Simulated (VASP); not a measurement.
# C (Fd-3m) in VASP: notebook

C is run at these levels: LDA; tasks: single point, relaxation of cell and atoms.

All numbers are computed with VASP 6.6.1; they aren't measurements. Logs are shortened: lines on timing, memory, paths and dates and some standing lists are left out, and cuts for length are marked.

## (1) The cell of the first run

Symmetry: Fd-3m, No. 227, cubic system. The conventional cell has a = 3.532 Å, b = 3.532 Å, c = 3.532 Å, α = 90.00°, β = 90.00°, γ = 90.00°. Within 2.0 Å of C (site symmetry -43m) lie 4 C at 1.53 Å.

## (2) Single point, LDA

File INCAR:

```
SYSTEM = C
ALGO = Normal ; EDIFF = 1E-6
ENCUT = 600 ; GGA_COMPAT = .False.
ISIF = 2 ; ISMEAR = 0
LASPH = .True. ; LCHARG = .True.
LELF = .True. ; LREAL = .False.
LVHAR = .True. ; LWAVE = .False.
NBANDS = 11 ; NELM = 120
PREC = Accurate ; SIGMA = 0.1
```

File KPOINTS:

```
k-points
0
Gamma
  10 10 10
  0 0 0
```

File POSCAR:

```
C
1.0
    0.0000000000      1.7657957126      1.7657957126
    1.7657957126      0.0000000000      1.7657957126
    1.7657957126      1.7657957126      0.0000000000
C
2
Direct
    0.0000000000      0.0000000000      0.0000000000
    0.2500000000      0.2500000000      0.2500000000
```

Potentials or basis: VASP PAW LDA potentials, release 64 (C).

Command:

```bash
> cat potpaw_LDA.64/C/POTCAR > POTCAR
> mpirun -np 1 vasp_std > vasp.out
```

OUTCAR:

```text
SYSTEM = C
   EDIFF = 1E-6
   ENCUT = 600
   ISIF = 2
   ISMEAR = 0
   LASPH = .True.
   LREAL = .False.
   NELM = 120
   PREC = Accurate

 ion  position               nearest neighbor table
   1  0.000  0.000  0.000-   2 1.53   2 1.53   2 1.53   2 1.53
   2  0.250  0.250  0.250-   1 1.53   1 1.53   1 1.53   1 1.53

  LATTYP: Found a face centered cubic cell.
 ALAT       =     3.5315914252

  Lattice vectors:

 A1 = (   0.0000000000,   1.7657957126,   1.7657957126)
 A2 = (   1.7657957126,   0.0000000000,   1.7657957126)
 A3 = (   1.7657957126,   1.7657957126,   0.0000000000)

Analysis of symmetry for initial positions (statically):
=====================================================================
 Subroutine PRICEL returns:
 Original cell was already a primitive cell.

 Routine SETGRP: Setting up the symmetry group for a
 face centered cubic supercell.

 Subroutine GETGRP returns: Found 48 space group operations
 (whereof 24 operations were pure point group operations)
 out of a pool of 48 trial point group operations.

The static configuration has the point symmetry T_d .
 The point group associated with its full space group is O_h .

Analysis of symmetry for dynamics (positions and initial velocities):
=====================================================================
 Subroutine PRICEL returns:
 Original cell was already a primitive cell.

 Routine SETGRP: Setting up the symmetry group for a
 face centered cubic supercell.

 Subroutine GETGRP returns: Found 48 space group operations
 (whereof 24 operations were pure point group operations)
 out of a pool of 48 trial point group operations.

The dynamic configuration has the point symmetry T_d .
 The point group associated with its full space group is O_h .

 Subroutine INISYM returns: Found 48 space group operations
 (whereof 24 operations are pure point group operations),
 and found     1 'primitive' translations

----------------------------------------------------------------------------------------

                                     Primitive cell

  volume of cell :      11.0116

  direct lattice vectors                    reciprocal lattice vectors
     0.000000000  1.765795713  1.765795713    -0.283158463  0.283158463  0.283158463
     1.765795713  0.000000000  1.765795713     0.283158463 -0.283158463  0.283158463
     1.765795713  1.765795713  0.000000000     0.283158463  0.283158463 -0.283158463

  length of vectors
     2.497212245  2.497212245  2.497212245     0.490444845  0.490444845  0.490444845

[... 83 lines left out ...]
   NSW    =      0    number of steps for IOM
   IBRION =     -1    ionic relax: 0-MD 1-quasi-New 2-CG
   NFREE  =      0    steps in history (QN), initial steepest desc. (CG)
   ISIF   =      2    stress and relaxation
   ISYM   =      2    0-nonsym 1-usesym 2-fastsym
   POTIM  = 0.5000    time-step for ionic-motion
   TEBEG  =    0.0;   TEEND  =   0.0 temperature during run
   PSTRESS=    0.0 pullay stress
   NELECT =       8.0000    total number of electrons
   NUPDOWN=      -1.0000    fix difference up-down
   EMIN   =  10.00;   EMAX   =-10.00  energy-range for DOS
   EFERMI =   0.00;   METHOD = LEGACY
   ISMEAR =     0;   SIGMA  =   0.10  broadening in eV -4-tet -1-fermi 0-gaus
   EFERMI_NEDOS =   21; number of points for ismear=-14 and -15
   IALGO  =     38    algorithm
   IMIX   =      4    mixing-type and parameters
     AMIX     =   0.40;   BMIX     =  1.00
     AMIX_MAG =   1.60;   BMIX_MAG =  1.00
  volume/ion in A,a.u.               =       5.51        37.16
  Fermi-wavevector in a.u.,A,eV,Ry     =   1.471706  2.781121 29.469108  2.165918
  Thomas-Fermi vector in A             =   2.586809
   LORBIT       =      0    0 simple, 1 ext, 2 COOP (PROOUT), +10 PAW based schemes
   GGA     = CA    functional components
   LHFCALC =     F    Hartree Fock is set to
   AEXX    =    0.0000 exact exchange contribution
   IVDW    =     0    specifies the selected vdW correction
   LEPSILON=     F    determine dielectric tensor
   LRPA    =     F    only Hartree local field effects (RPA)
 non-spin polarized calculation
 Gauss-broadening in eV      SIGMA  =   0.10
  energy-cutoff  :      600.00
  volume of cell :       11.01
 maximum number of plane-waves:       377
   NGX =  9   NGY =  9   NGZ =  9

 number of electron       7.9999998 magnetization

 Free energy of the ion-electron system (eV)
  ---------------------------------------------------
  ext. energy  EPLUGINS =         0.00000000
  ---------------------------------------------------
  free energy    TOTEN  =       -20.25194190 eV

  energy without entropy =      -20.25194190  energy(sigma->0) =      -20.25194190

 E-fermi :  10.7470     XC(G=0): -13.6438

 val. band max:       10.1615189593   @ k =   0.0000   0.0000   0.0000
 cond. band min:      14.3657448942   @ k =   0.4000   0.4000   0.0000
 fundamental gap:      4.2042259349
 Fermi energy:        10.7469934964

 k-point     1 :       0.0000    0.0000    0.0000
  band No.  band energies     occupation
      1     -11.5562      2.00000
      2      10.1615      2.00000
      3      10.1615      2.00000
      4      10.1615      2.00000
      5      15.7881      0.00000
      6      15.7881      0.00000
      7      15.7881      0.00000
      8      24.4021      0.00000
      9      29.5602      0.00000
     10      37.1278      0.00000
     11      37.1278      0.00000
[... 309 lines left out ...]
 k-point    24 :       0.4000    0.3000    0.0000
  band No.  band energies     occupation
      1      -6.8719      2.00000
      2       2.1342      2.00000
      3       4.0224      2.00000
      4       4.6554      2.00000
      5      15.0018      0.00000
      6      18.2103      0.00000
      7      24.4537      0.00000
      8      24.5611      0.00000
      9      32.3162      0.00000
     10      33.1511      0.00000
     11      41.3055      0.00000

 [... further k-points ...]
[... 5 lines left out ...]
  --------------------------------------------------------------------------------------
  -------------------------------------------------------------------------------------
  Total        0.0614737      0.0614737      0.0614737      0.0000000      0.0000000      0.0000000
  in kB        8.9443480      8.9443480      8.9443480      0.0000000      0.0000000      0.0000000
  external PRESSURE =       8.9443480 kB  Pullay stress =       0.0000000 kB

 VOLUME and BASIS-vectors are now :
 -----------------------------------------------------------------------------
  energy-cutoff  :      600.00
  volume of cell :       11.01
      direct lattice vectors                 reciprocal lattice vectors
     0.000000000  1.765795713  1.765795713    -0.283158463  0.283158463  0.283158463
     1.765795713  0.000000000  1.765795713     0.283158463 -0.283158463  0.283158463
     1.765795713  1.765795713  0.000000000     0.283158463  0.283158463 -0.283158463

 POSITION                                       TOTAL-FORCE (eV/Angst)
 -----------------------------------------------------------------------------------
      0.00000      0.00000      0.00000         0.000000      0.000000      0.000000
      0.88290      0.88290      0.88290        -0.000000     -0.000000     -0.000000
 -----------------------------------------------------------------------------------
    total drift:                                0.000000      0.000000      0.000000

  FREE ENERGIE OF THE ION-ELECTRON SYSTEM (eV)
  ---------------------------------------------------
  free  energy   TOTEN  =       -20.2519418980 eV

  energy  without entropy=      -20.2519418980  energy(sigma->0) =      -20.25194190
```

stdout:

```text
POSCAR found type information on POSCAR C
 POSCAR found :  1 types and       2 ions
 scaLAPACK will be used
 LDA part: xc-table for (Slater(with rela. corr.)+CA(PZ))
 , standard interpolation
 POSCAR, INCAR and KPOINTS ok, starting setup
 FFT: planning ... GRIDC
 FFT: planning ... GRID_SOFT
 FFT: planning ... GRID
 WAVECAR not read
 entering main loop
```

Wall time 9.9 s (1 thread of Intel Xeon 8259CL, shared host); peak memory 0.12 GiB.

Results:

- Free energy: -20.2519 eV
- Pressure: 0.9 GPa
- Band gap on the k mesh: 4.20 eV, indirect (least direct gap 5.63 eV)

A k mesh can miss the band edges. Expect the measured gap to be larger: semilocal functionals such as LDA lack the derivative discontinuity.

## (3) Single point, LDA

File INCAR:

```
ALGO     = Normal         # electronic algorithm
EDIFF    = 1E-6           # SCF threshold, eV
ENCUT    = 600            # plane-wave cutoff, eV
GGA      = CA             # functional
GGA_COMPAT= F            
ISIF     = 2              # what is computed and relaxed
ISMEAR   = 0              # smearing method
LASPH    = T              # aspherical terms in the spheres
LCHARG   = F              # write CHGCAR
LREAL    = F              # projectors in reciprocal space
LWAVE    = F              # write WAVECAR
NBANDS   = 11             # bands
NELM     = 120            # most SCF steps
PREC     = Accurate       # precision mode
SIGMA    = 0.02           # smearing width, eV
```

File KPOINTS:

```
k-points
0
Gamma
  12 12 12
```

File POSCAR:

```
C
1.0
    0.0000000000      1.7657234642      1.7657234642
    1.7657234642      0.0000000000      1.7657234642
    1.7657234642      1.7657234642      0.0000000000
C
2
Direct
    0.0000000000      0.0000000000      0.0000000000
    0.2500000000      0.2500000000      0.2500000000
```

Potentials or basis: VASP PAW LDA potentials, release 64 (C).

Command:

```bash
> cat potpaw_LDA.64/C/POTCAR > POTCAR
> mpirun -np 1 vasp_std > vasp.out
```

OUTCAR:

```text
EDIFF = 1E-6
   ENCUT = 600
   GGA = CA
   ISIF = 2
   ISMEAR = 0
   LASPH = T
   LREAL = F
   NELM = 120
   PREC = Accurate

 ion  position               nearest neighbor table
   1  0.000  0.000  0.000-   2 1.53   2 1.53   2 1.53   2 1.53
   2  0.250  0.250  0.250-   1 1.53   1 1.53   1 1.53   1 1.53

  LATTYP: Found a face centered cubic cell.
 ALAT       =     3.5314469284

  Lattice vectors:

 A1 = (   0.0000000000,   1.7657234642,   1.7657234642)
 A2 = (   1.7657234642,   0.0000000000,   1.7657234642)
 A3 = (   1.7657234642,   1.7657234642,   0.0000000000)

Analysis of symmetry for initial positions (statically):
=====================================================================
 Subroutine PRICEL returns:
 Original cell was already a primitive cell.

 Routine SETGRP: Setting up the symmetry group for a
 face centered cubic supercell.

 Subroutine GETGRP returns: Found 48 space group operations
 (whereof 24 operations were pure point group operations)
 out of a pool of 48 trial point group operations.

The static configuration has the point symmetry T_d .
 The point group associated with its full space group is O_h .

Analysis of symmetry for dynamics (positions and initial velocities):
=====================================================================
 Subroutine PRICEL returns:
 Original cell was already a primitive cell.

 Routine SETGRP: Setting up the symmetry group for a
 face centered cubic supercell.

 Subroutine GETGRP returns: Found 48 space group operations
 (whereof 24 operations were pure point group operations)
 out of a pool of 48 trial point group operations.

The dynamic configuration has the point symmetry T_d .
 The point group associated with its full space group is O_h .

 Subroutine INISYM returns: Found 48 space group operations
 (whereof 24 operations are pure point group operations),
 and found     1 'primitive' translations

[... 115 lines left out ...]
  volume/ion in A,a.u.               =       5.51        37.15
  Fermi-wavevector in a.u.,A,eV,Ry     =   1.471766  2.781235 29.471519  2.166096
  Thomas-Fermi vector in A             =   2.586862
   LORBIT       =      0    0 simple, 1 ext, 2 COOP (PROOUT), +10 PAW based schemes
   GGA     = CA    functional components
   LHFCALC =     F    Hartree Fock is set to
   AEXX    =    0.0000 exact exchange contribution
   IVDW    =     0    specifies the selected vdW correction
   LEPSILON=     F    determine dielectric tensor
   LRPA    =     F    only Hartree local field effects (RPA)
 non-spin polarized calculation
 Gauss-broadening in eV      SIGMA  =   0.02
  energy-cutoff  :      600.00
  volume of cell :       11.01
 maximum number of plane-waves:       380
   NGX =  9   NGY =  9   NGZ =  9

 number of electron       7.9999998 magnetization

 Free energy of the ion-electron system (eV)
  ---------------------------------------------------
  ext. energy  EPLUGINS =         0.00000000
  ---------------------------------------------------
  free energy    TOTEN  =       -20.25205694 eV

  energy without entropy =      -20.25205694  energy(sigma->0) =      -20.25205694

 E-fermi :  10.4210     XC(G=0): -13.6444

 val. band max:       10.1633044235   @ k =   0.0000   0.0000   0.0000
 cond. band min:      14.3613471986   @ k =   0.3333   0.3333   0.0000
 fundamental gap:      4.1980427751
 Fermi energy:        10.4209514047

 k-point     1 :       0.0000    0.0000    0.0000
  band No.  band energies     occupation
      1     -11.5561      2.00000
      2      10.1633      2.00000
      3      10.1633      2.00000
      4      10.1633      2.00000
      5      15.7902      0.00000
      6      15.7902      0.00000
      7      15.7902      0.00000
      8      24.4067      0.00000
      9      29.5636      0.00000
     10      37.1311      0.00000
     11      37.1311      0.00000
[... 309 lines left out ...]
 k-point    24 :      -0.4167    0.1667    0.0000
  band No.  band energies     occupation
      1      -5.1603      2.00000
      2      -2.6235      2.00000
      3       4.6071      2.00000
      4       6.4819      2.00000
      5      17.7607      0.00000
      6      20.5027      0.00000
      7      21.8134      0.00000
      8      25.7640      0.00000
      9      29.6689      0.00000
     10      34.5577      0.00000
     11      34.9821      0.00000

 [... further k-points ...]
[... 5 lines left out ...]
  --------------------------------------------------------------------------------------
  -------------------------------------------------------------------------------------
  Total        0.0651086      0.0651086      0.0651086     -0.0000000      0.0000000     -0.0000000
  in kB        9.4743869      9.4743869      9.4743869     -0.0000000      0.0000000     -0.0000000
  external PRESSURE =       9.4743869 kB  Pullay stress =       0.0000000 kB

 VOLUME and BASIS-vectors are now :
 -----------------------------------------------------------------------------
  energy-cutoff  :      600.00
  volume of cell :       11.01
      direct lattice vectors                 reciprocal lattice vectors
     0.000000000  1.765723464  1.765723464    -0.283170049  0.283170049  0.283170049
     1.765723464  0.000000000  1.765723464     0.283170049 -0.283170049  0.283170049
     1.765723464  1.765723464  0.000000000     0.283170049  0.283170049 -0.283170049

 POSITION                                       TOTAL-FORCE (eV/Angst)
 -----------------------------------------------------------------------------------
      0.00000      0.00000      0.00000         0.000000      0.000000      0.000000
      0.88286      0.88286      0.88286        -0.000000     -0.000000     -0.000000
 -----------------------------------------------------------------------------------
    total drift:                                0.000000      0.000000      0.000000

  FREE ENERGIE OF THE ION-ELECTRON SYSTEM (eV)
  ---------------------------------------------------
  free  energy   TOTEN  =       -20.2520569422 eV

  energy  without entropy=      -20.2520569422  energy(sigma->0) =      -20.25205694
```

Run time: 13 s. Hardware: 1 thread of Intel Xeon 8259CL, shared host; peak memory 0.12 GiB.

Results:

- Free energy: -20.2521 eV
- Pressure: 0.9 GPa
- Band gap on the k mesh: 4.20 eV, indirect (least direct gap 5.63 eV)

A k mesh can miss the band edges.

## (4) Single point, LDA

File INCAR:

```
  PREC = Accurate
  ENCUT = 600
  EDIFF = 1E-6
  ISMEAR = 0
  SIGMA = 0.02
  LREAL = F
  LASPH = T
  NELM = 120
  ALGO = Normal
  ISIF = 2
  LWAVE = F
  LCHARG = T
  LELF = T
  LVHAR = T
  NBANDS = 11
  GGA_COMPAT = F
```

File KPOINTS:

```
regular mesh
0
Gamma
  12 12 12
```

POSCAR is that of step 3.

Command:

```bash
> cat potpaw_LDA.64/C/POTCAR > POTCAR
> mpirun -np 1 vasp_std > vasp.out
```

It took 13 s on 1 thread of Intel Xeon 8259CL, shared host; peak memory 0.11 GiB.

Results (log left out):

```yaml
Free_energy: -20.2521 eV
Pressure: 0.9 GPa
Band_gap_on_the_k_mesh: 4.20 eV, indirect (least direct gap 5.63 eV)
```

Levels at points of the mesh, in eV from the valence-band top:
```csv
k point,band 1,band 2,band 3,band 4,band 5,band 6,band 7,band 8,band 9
"(0.00, 0.00, 0.00)",-21.72,0.00,0.00,0.00,5.63,5.63,5.63,14.24,19.40
"(0.50, 0.00, 0.00)",-15.71,-13.69,-2.87,-2.87,8.51,8.51,9.42,15.68,21.95
"(0.50, 0.50, 0.00)",-12.82,-12.82,-6.47,-6.47,4.77,4.77,17.08,17.08,23.48
```

A k mesh can miss the band edges. As with any semilocal functional, this LDA gap is likely too small.

## (5) Relaxation of cell and atoms, LDA

File INCAR:

```
ALGO = Normal
EDIFF = 1E-7
EDIFFG = -0.002
ENCUT = 600
GGA_COMPAT = False
IBRION = 2
ISIF = 3
ISMEAR = 0
LASPH = True
LCHARG = False
LREAL = False
LWAVE = False
NELM = 120
NELMIN = 4
NSW = 100
PREC = Accurate
SIGMA = 0.02
```

File KPOINTS:

```
k-points
0
Gamma
  12 12 12
```

File POSCAR:

```
C
1.0
    0.0000000000      1.7657957126      1.7657957126
    1.7657957126      0.0000000000      1.7657957126
    1.7657957126      1.7657957126      0.0000000000
C
2
Direct
    0.0000000000      0.0000000000      0.0000000000
    0.2500000000      0.2500000000      0.2500000000
```

Command:

```bash
> cat potpaw_LDA.64/C/POTCAR > POTCAR
> mpirun -np 1 vasp_std > vasp.out
```

Wall time 18 s (1 thread of Intel Xeon 8259CL, shared host); peak memory 0.11 GiB.

Results (log left out):

```
Free energy                            : -20.2521 eV
Relaxed volume                         : 5.52 Å³/atom
Relaxed cell                           : a = 2.499 Å, b = 2.499 Å, c = 2.499 Å, α = 60.00°, β = 60.00°, γ = 60.00°
Space group after relaxing (to 0.05 Å) : Fd-3m (No. 227)
Energy gained by relaxing              : 0.0 meV/atom
Ionic steps                            : 3
Pressure after relaxing                : 0.0 GPa
Band gap on the k mesh                 : 4.19 eV, indirect (least direct gap 5.62 eV)
```

Final structure:
```cif
data_structure
_symmetry_space_group_name_H-M 'P 1'
_symmetry_Int_Tables_number 1
_cell_length_a 2.4988
_cell_length_b 2.4988
_cell_length_c 2.4988
_cell_angle_alpha 60.000
_cell_angle_beta 60.000
_cell_angle_gamma 60.000
_cell_volume 11.03
loop_
_atom_site_label
_atom_site_type_symbol
_atom_site_fract_x
_atom_site_fract_y
_atom_site_fract_z
_atom_site_occupancy
C1 C 0.00000 0.00000 0.00000 1
C2 C 0.25000 0.25000 0.25000 1
```

Levels at points of the mesh, in eV from the valence-band top:
| k point | band 2 | band 3 | band 4 | band 5 | band 6 | band 7 |
| --- | --- | --- | --- | --- | --- | --- |
| (0.00, 0.00, 0.00) | 0.00 | 0.00 | 0.00 | 5.62 | 5.62 | 5.62 |
| (0.50, 0.00, 0.00) | -13.67 | -2.86 | -2.86 | 8.50 | 8.50 | 9.40 |
| (0.50, 0.50, 0.00) | -12.81 | -6.46 | -6.46 | 4.77 | 4.77 | 17.05 |

A k mesh can miss the band edges. LDA gaps usually lie below the measured ones, often by a third to a half.

## (6) The runs side by side

```csv
task,cell,k mesh,smearing,gap on the mesh (eV),pressure (GPa)
single point,"a = 2.497 Å, angles 60.0°, 2 atoms",10 × 10 × 10,gaussian 0.1 eV,4.20,0.9
single point,"a = 2.497 Å, angles 60.0°, 2 atoms",12 × 12 × 12,gaussian 0.02 eV,4.20,0.9
relaxation of cell and atoms,"relaxed from a = 2.497 Å, angles 60.0°, 2 atoms",12 × 12 × 12,gaussian 0.02 eV,4.19,0.0
```

Alike in all rows: level LDA; potentials or basis VASP PAW LDA potentials, release 64 (C); no spin polarisation; cutoff (eV) 600.

Total energies depend on the potentials used, so only differences within one code and one set of settings carry meaning.
